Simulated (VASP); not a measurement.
A run of VASP 6.6.1:

INCAR

```
SYSTEM = GaP
ALGO     = Normal         ! electronic algorithm
EDIFF    = 1E-6           ! SCF threshold, eV
EDIFFG   = -0.01          ! ionic threshold
ENCUT    = 600            ! plane-wave cutoff, eV
GGA      = RE             ! functional
IBRION   = 2              ! ionic algorithm
ISIF     = 3              ! what is computed and relaxed
ISMEAR   = 0              ! smearing method
LASPH    = .True.         ! aspherical terms in the spheres
LCHARG   = .False.        ! write CHGCAR
LREAL    = .False.        ! projectors in reciprocal space
LWAVE    = .False.        ! write WAVECAR
NELM     = 100            ! most SCF steps
NSW      = 80             ! ionic steps
PREC     = Accurate       ! precision mode
SIGMA    = 0.01           ! smearing width, eV
```

KPOINTS

```
k-points
0
Gamma
  7 7 7
  0 0 0
```

POSCAR

```
GaP
1.0
    0.0000000000      2.7252500000      2.7252500000
    2.7252500000      0.0000000000      2.7252500000
    2.7252500000      2.7252500000      0.0000000000
Ga P
1 1
Direct
    0.0000000000      0.0000000000      0.0000000000
    0.2500000000      0.2500000000      0.2500000000
```

Potentials or basis: VASP PAW PBE potentials, release 64 (Ga_d, P).

Command:

```sh
$ cat potpaw_PBE.64/Ga_d/POTCAR potpaw_PBE.64/P/POTCAR > POTCAR
$ mpirun -np 1 vasp_std > vasp.out
```

Hardware: 1 thread of Intel Xeon 6975P-C, on a shared host.

**Question.** How long does it take, and how much memory?

**Answer.** Run time: 22 s on 1 thread of Intel Xeon 6975P-C, with other jobs on the host, peak memory 0.19 GiB. Counts: scf iterations 28, k points 20, ion steps 3.
